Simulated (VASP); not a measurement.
# Si6HCl in VASP: single point with PBE+D3(BJ)

Aim: the single point of Si6HCl with PBE+D3(BJ).

Program: VASP 6.6.1. These are calculated values, not measurements. Logs are shortened: lines on timing, memory, paths and dates and some standing lists are left out, and cuts for length are marked.

### Step 1. The cell of the first run

The cell holds a slab with vacuum, 32 atoms: a = 7.667 Å, b = 7.667 Å, c = 31.006 Å, α = 90.00°, β = 90.00°, γ = 90.00°.

### Step 2. Single point, PBE+D3(BJ)

INCAR

```
PREC     = Accurate       # precision mode
ENCUT    = 400            # plane-wave cutoff, eV
EDIFF    = 1E-6           # SCF threshold, eV
ISMEAR   = 0              # smearing method
SIGMA    = 0.05           # smearing width, eV
LREAL    = Auto         
LASPH    = T              # aspherical terms in the spheres
NELM     = 120            # most SCF steps
ALGO     = Normal         # electronic algorithm
ISIF     = 2              # what is computed and relaxed
LWAVE    = F              # write WAVECAR
LCHARG   = F              # write CHGCAR
LDIPOL   = T            
IDIPOL   = 3            
DIPOL    = 0.5 0.5 0.426
GGA      = PE             # functional
IVDW     = 12             # dispersion correction
NBANDS   = 86             # bands
GGA_COMPAT= F            
NELMDL   = -8
```

KPOINTS

```
Automatic mesh
0
Gamma
  2 2 1
```

POSCAR

```
Si6HCl
1.0
    7.6671877233      0.0000000000      0.0000000000
    0.0000000000      7.6671877233      0.0000000000
    0.0000000000      0.0000000000     31.0057005398
Si H Cl
24 4 4
Direct
    0.4065111020      0.2500000000      0.3201669315
    0.4065111020      0.7500000000      0.3201669315
    0.0934888980      0.2500000000      0.3201669315
    0.0934888980      0.7500000000      0.3201669315
    0.5000000000      0.5000000000      0.3638808320
    0.5000000000      0.0000000000      0.3638808320
    0.0000000000      0.5000000000      0.3638808320
    0.0000000000      0.0000000000      0.3638808320
    0.7500000000      0.5000000000      0.4075947325
    0.7500000000      0.0000000000      0.4075947325
    0.2500000000      0.5000000000      0.4075947325
    0.2500000000      0.0000000000      0.4075947325
    0.7505463810      0.7500238020      0.4489418754
    0.7496783711      0.2499600277      0.4492812048
    0.2501269627      0.7500421335      0.4532149797
    0.2500711361      0.2499644961      0.4534727846
   -0.0084040877      0.7503542988      0.4951447839
   -0.0086258138      0.2501695987      0.4954583432
    0.5091275801      0.7500196472      0.4949263027
    0.5083927614      0.2495029471      0.4956911237
    0.9076724331     -0.0001859253      0.5341241958
    0.9071210318      0.5007918065      0.5339106459
    0.5932872200     -0.0013202598      0.5340845883
    0.5930352527      0.5007409841      0.5338670789
    0.9754986227     -0.0014272038      0.5796045843
    0.9730549439      0.5030470266      0.5794245221
    0.5263209629     -0.0056409728      0.5795117103
    0.5269335643      0.5045292492      0.5794884580
    0.5011937580      0.2500248021      0.2578629340
    0.5010240132      0.7499998321      0.2578503736
   -0.0010605733      0.2499868747      0.2578499113
   -0.0011725332      0.7499533655      0.2578666092
```

Potentials or basis: VASP PAW PBE potentials, release 64 (Si, H, Cl).

Run with:

```sh
$ cat potpaw_PBE.64/Si/POTCAR potpaw_PBE.64/H/POTCAR potpaw_PBE.64/Cl/POTCAR > POTCAR
$ mpirun -np 1 vasp_std > vasp.out
```

OUTCAR:

```text
PREC = Accurate
   ENCUT = 400
   EDIFF = 1E-6
   ISMEAR = 0
   LREAL = Auto
   LASPH = T
   NELM = 120
   ISIF = 2
   GGA = PE
   IVDW = 12
   NELMDL = -8
 IVDW          = 12

 ion  position               nearest neighbor table
   1  0.407  0.250  0.320-  29 2.06   3 2.40   6 2.45   5 2.45
   2  0.407  0.750  0.320-  30 2.06   4 2.40   6 2.45   5 2.45
   3  0.093  0.250  0.320-  31 2.06   1 2.40   8 2.45   7 2.45
   4  0.093  0.750  0.320-  32 2.06   2 2.40   8 2.45   7 2.45
   5  0.500  0.500  0.364-   9 2.35  11 2.35   1 2.45   2 2.45
   6  0.500  0.000  0.364-  10 2.35  12 2.35   1 2.45   2 2.45
[... 16 lines left out ...]
  23  0.593  0.999  0.534-  27 1.50  19 2.35  20 2.35  21 2.41
  24  0.593  0.501  0.534-  28 1.50  19 2.35  20 2.35  22 2.41
  25  0.975  0.999  0.580-  21 1.50
  26  0.973  0.503  0.579-  22 1.50
  27  0.526  0.994  0.580-  23 1.50
  28  0.527  0.505  0.579-  24 1.50
  29  0.501  0.250  0.258-   1 2.06
  30  0.501  0.750  0.258-   2 2.06
  31  0.999  0.250  0.258-   3 2.06
  32  0.999  0.750  0.258-   4 2.06

  LATTYP: Found a simple tetragonal cell.
 ALAT       =     7.6671877233
 C/A-ratio  =     4.0439469671

  Lattice vectors:

 A1 = (   7.6671877233,   0.0000000000,   0.0000000000)
 A2 = (   0.0000000000,   7.6671877233,   0.0000000000)
 A3 = (   0.0000000000,   0.0000000000,  31.0057005398)

Analysis of symmetry for initial positions (statically):
=====================================================================
 Subroutine PRICEL returns:
 Original cell was already a primitive cell.

 Routine SETGRP: Setting up the symmetry group for a
 simple tetragonal supercell.

 Subroutine GETGRP returns: Found  1 space group operations
 (whereof  1 operations were pure point group operations)
 out of a pool of 16 trial point group operations.

The static configuration has the point symmetry C_1 .

Analysis of symmetry for dynamics (positions and initial velocities):
=====================================================================
 Subroutine PRICEL returns:
 Original cell was already a primitive cell.

 Routine SETGRP: Setting up the symmetry group for a
 simple tetragonal supercell.

 Subroutine GETGRP returns: Found  1 space group operations
 (whereof  1 operations were pure point group operations)
 out of a pool of 16 trial point group operations.

The dynamic configuration has the point symmetry C_1 .

 Subroutine INISYM returns: Found  1 space group operations
 (whereof  1 operations are pure point group operations),
 and found     1 'primitive' translations

----------------------------------------------------------------------------------------

                                     Primitive cell

  volume of cell :    1822.6939

  direct lattice vectors                    reciprocal lattice vectors
     7.667187723  0.000000000  0.000000000     0.130425918  0.000000000  0.000000000
     0.000000000  7.667187723  0.000000000     0.000000000  0.130425918  0.000000000
     0.000000000  0.000000000 31.005700540     0.000000000  0.000000000  0.032252134

  length of vectors
     7.667187723  7.667187723 31.005700540     0.130425918  0.130425918  0.032252134

  position of ions in fractional coordinates (direct lattice)
     0.406511102  0.250000000  0.320166931
     0.406511102  0.750000000  0.320166931
     0.093488898  0.250000000  0.320166931
     0.093488898  0.750000000  0.320166931
     0.500000000  0.500000000  0.363880832
     0.500000000  0.000000000  0.363880832
[... 24 lines left out ...]
     0.998939427  0.249986875  0.257849911
     0.998827467  0.749953365  0.257866609

  ion indices of the primitive-cell ions
   primitive index   ion index
                 1           1
                 2           2
                 3           3
                 4           4
                 5           5
                 6           6
[... 24 lines left out ...]
                31          31
                32          32

----------------------------------------------------------------------------------------

 KPOINTS: Automatic mesh

Automatic generation of k-mesh.
 Grid dimensions read from file:
 generate k-points for:    2    2    1

 Generating k-lattice:

  Cartesian coordinates                     Fractional coordinates (reciprocal lattice)
     0.065212959  0.000000000  0.000000000     0.500000000  0.000000000  0.000000000
     0.000000000  0.065212959  0.000000000     0.000000000  0.500000000  0.000000000
     0.000000000  0.000000000  0.032252134     0.000000000  0.000000000  1.000000000

  Length of vectors
     0.065212959  0.065212959  0.032252134

  Shift w.r.t. Gamma in fractional coordinates (k-lattice)
     0.000000000  0.000000000  0.000000000

 Subroutine IBZKPT returns following result:
 ===========================================

 Found      4 irreducible k-points:

 Following reciprocal coordinates:
            Coordinates               Weight
  0.000000  0.000000  0.000000      1.000000
  0.500000  0.000000  0.000000      1.000000
  0.000000  0.500000  0.000000      1.000000
  0.500000  0.500000  0.000000      1.000000
   k-points           NKPTS =      4   k-points in BZ     NKDIM =      4   number of bands    NBANDS=     86
   number of dos      NEDOS =    301   number of ions     NIONS =     32
   total plane-waves  NPLWV = 525000
   dimension x,y,z NGX =    50 NGY =   50 NGZ =  210
   dimension x,y,z NGXF=   100 NGYF=  100 NGZF=  420
   ions per type =              24   4   4
   NGX,Y,Z   is equivalent  to a cutoff of  10.84, 10.84, 11.26 a.u.
   NGXF,Y,Z  is equivalent  to a cutoff of  21.68, 21.68, 22.52 a.u.
 SYSTEM =  unknown system
   PREC   = accura    normal or accurate (medium, high low for compatibility)
   ISTART =      0    job   : 0-new  1-cont  2-samecut
   ICHARG =      2    charge: 1-file 2-atom 10-const
   ISPIN  =      1    spin polarized calculation?
   LNONCOLLINEAR =      F non collinear calculations
   LSORBIT =      F    spin-orbit coupling
   LASPH  =      T    aspherical Exc in radial PAW
   ENCUT  =  400.0 eV  29.40 Ry    5.42 a.u.  12.50 12.50 50.56*2*pi/ulx,y,z
   NELM   =    120;   NELMIN=  2; NELMDL= -8     # of ELM steps
   EDIFF  = 0.1E-05   stopping-criterion for ELM
   LREAL  =      T    real-space projection
   EDIFFG = 0.1E-04   stopping-criterion for IOM
   NSW    =      0    number of steps for IOM
[... 5 lines left out ...]
   TEBEG  =    0.0;   TEEND  =   0.0 temperature during run
   PSTRESS=    0.0 pullay stress
   NELECT =     128.0000    total number of electrons
   NUPDOWN=      -1.0000    fix difference up-down
   EMIN   =  10.00;   EMAX   =-10.00  energy-range for DOS
   EFERMI =   0.00;   METHOD = LEGACY
   ISMEAR =     0;   SIGMA  =   0.05  broadening in eV -4-tet -1-fermi 0-gaus
   EFERMI_NEDOS =   21; number of points for ismear=-14 and -15
   IALGO  =     38    algorithm
   IMIX   =      4    mixing-type and parameters
     AMIX     =   0.40;   BMIX     =  1.00
     AMIX_MAG =   1.60;   BMIX_MAG =  1.00
  volume/ion in A,a.u.               =      56.96       384.38
  Fermi-wavevector in a.u.,A,eV,Ry     =   0.675419  1.276358  6.206862  0.456191
  Thomas-Fermi vector in A             =   1.752430
   LORBIT       =      0    0 simple, 1 ext, 2 COOP (PROOUT), +10 PAW based schemes
   GGA     = PE    functional components
   LHFCALC =     F    Hartree Fock is set to
   AEXX    =    0.0000 exact exchange contribution
   IVDW    =    12    specifies the selected vdW correction
   LEPSILON=     F    determine dielectric tensor
   LRPA    =     F    only Hartree local field effects (RPA)
 non-spin polarized calculation
 Gauss-broadening in eV      SIGMA  =   0.05
  energy-cutoff  :      400.00
  volume of cell :     1822.69
 maximum number of plane-waves:     33141
   NGX = 25   NGY = 25   NGZ =101

 dipolmoment           0.000000      0.000000      0.047773 electrons x Angstroem

 number of electron     127.9999985 magnetization

 dipolmoment           0.000000      0.000000     -0.307671 electrons x Angstroem

 Free energy of the ion-electron system (eV)
  ---------------------------------------------------
  ext. energy  EPLUGINS =         0.00000000
  ---------------------------------------------------
  free energy    TOTEN  =      -153.95606290 eV

  energy without entropy =     -153.95606290  energy(sigma->0) =     -153.95606290

 E-fermi :  -1.5070     XC(G=0):  -3.4859

 val. band max:       -1.7322669011   @ k =   0.5000   0.0000   0.0000
 cond. band min:      -0.9487005547   @ k =   0.0000   0.0000   0.0000
 fundamental gap:      0.7835663464
 Fermi energy:        -1.5069709592

 k-point     1 :       0.0000    0.0000    0.0000
  band No.  band energies     occupation
      1     -17.6642      2.00000
      2     -17.5430      2.00000
      3     -17.5048      2.00000
      4     -17.3972      2.00000
      5     -13.4705      2.00000
      6     -12.5197      2.00000
[... 68 lines left out ...]
     75       0.6268      0.00000
     76       0.6680      0.00000

 k-point     2 :       0.5000    0.0000    0.0000
  band No.  band energies     occupation
      1     -17.6228      2.00000
      2     -17.5487      2.00000
      3     -17.5044      2.00000
      4     -17.4380      2.00000
      5     -13.1752      2.00000
      6     -12.7437      2.00000
[... 68 lines left out ...]
     75       0.6652      0.00000
     76       0.8195      0.00000

 k-point     3 :       0.0000    0.5000    0.0000
  band No.  band energies     occupation
      1     -17.6062      2.00000
      2     -17.6025      2.00000
      3     -17.4535      2.00000
      4     -17.4498      2.00000
      5     -12.9405      2.00000
      6     -12.9270      2.00000
[... 68 lines left out ...]
     75       0.9877      0.00000
     76       1.0020      0.00000

 k-point     4 :       0.5000    0.5000    0.0000
  band No.  band energies     occupation
      1     -17.5662      2.00000
      2     -17.5625      2.00000
      3     -17.4959      2.00000
      4     -17.4923      2.00000
      5     -12.6362      2.00000
      6     -12.6214      2.00000
[... 68 lines left out ...]
     75       1.3175      0.00000
     76       1.3266      0.00000
 [bands above 76 left out]

------------------------ aborting loop because EDIFF is reached ----------------------------------------

 vacuum level on the upper side and lower side of the slab       (xc-potential included)        -0.544         0.414

 Edisp (eV)   -6.56587

 E8    (eV) :    -2.7389

  FORCE on cell =-STRESS in cart. coord.  units (eV):
  Direction    XX          YY          ZZ          XY          YZ          ZX
  --------------------------------------------------------------------------------------
  -------------------------------------------------------------------------------------
  Total      -7.42403    -2.19078    -6.98812    -0.03525    -0.01164    -0.05073
  in kB      -6.52584    -1.92573    -6.14267    -0.03099    -0.01023    -0.04460
  external pressure =       -4.86 kB  Pullay stress =        0.00 kB

 VOLUME and BASIS-vectors are now :
 -----------------------------------------------------------------------------
  energy-cutoff  :      400.00
  volume of cell :     1822.69
      direct lattice vectors                 reciprocal lattice vectors
     7.667187723  0.000000000  0.000000000     0.130425918  0.000000000  0.000000000
     0.000000000  7.667187723  0.000000000     0.000000000  0.130425918  0.000000000
     0.000000000  0.000000000 31.005700540     0.000000000  0.000000000  0.032252134

 POSITION                                       TOTAL-FORCE (eV/Angst)
 -----------------------------------------------------------------------------------
      3.11680      1.91680      9.92700         0.679221     -0.001073      1.089768
      3.11680      5.75039      9.92700         0.678300     -0.000002      1.091505
      0.71680      1.91680      9.92700        -0.675802     -0.000804      1.089221
      0.71680      5.75039      9.92700        -0.678851      0.001408      1.093117
      3.83359      3.83359     11.28238        -0.910654     -0.002925     -1.071131
      3.83359      0.00000     11.28238        -0.910310      0.005565     -1.071606
[... 24 lines left out ...]
      7.65906      1.91670      7.99482         0.016158      0.000256      0.041836
      7.65820      5.75003      7.99533         0.016320     -0.000271      0.042255
 -----------------------------------------------------------------------------------
    total drift:                               -0.002872      0.001479     -0.010960

  FREE ENERGIE OF THE ION-ELECTRON SYSTEM (eV)
  ---------------------------------------------------
  free  energy   TOTEN  =      -160.5219336219 eV

  energy  without entropy=     -160.5219336219  energy(sigma->0) =     -160.52193362

 vacuum level on the upper side and lower side of the slab         2.759         3.724
```

It took 37 min on 1 thread of Intel Xeon Platinum 8488C (Sapphire Rapids), shared host; peak memory 1.1 GiB.

What came out:

```
Free energy                : -160.5219 eV
Largest force              : 1.406 eV/Å
Band gap on the k mesh     : 0.78 eV
Dispersion energy per atom : -0.205 eV
```

Forces in eV/Å, atoms in the order of the input:
```
Si   0.679 -0.001  1.090
Si   0.678  0.000  1.092
Si  -0.676 -0.001  1.089
Si  -0.679  0.001  1.093
Si  -0.911 -0.003 -1.071
Si  -0.910  0.006 -1.072
Si   0.910 -0.013 -1.070
Si   0.910  0.011 -1.072
Si   0.001 -0.038 -0.942
Si   0.002  0.036 -0.951
Si   0.005 -0.019  0.833
Si   0.001  0.019  0.827
Si  -0.003  0.006 -0.007
Si  -0.002 -0.003 -0.008
Si   0.000  0.003 -0.001
Si   0.001 -0.002 -0.009
Si  -0.005  0.003 -0.006
Si  -0.014 -0.003 -0.019
Si   0.006 -0.007 -0.005
Si   0.019  0.005 -0.028
Si   0.011 -0.003  0.009
Si   0.000 -0.002 -0.019
Si   0.003  0.011 -0.019
Si  -0.019  0.001  0.039
H   -0.001  0.004 -0.013
H    0.033 -0.016  0.044
H   -0.027  0.028  0.038
H   -0.014 -0.021 -0.010
Cl  -0.016  0.000  0.042
Cl  -0.016  0.000  0.042
Cl   0.016  0.000  0.042
Cl   0.016  0.000  0.042
```
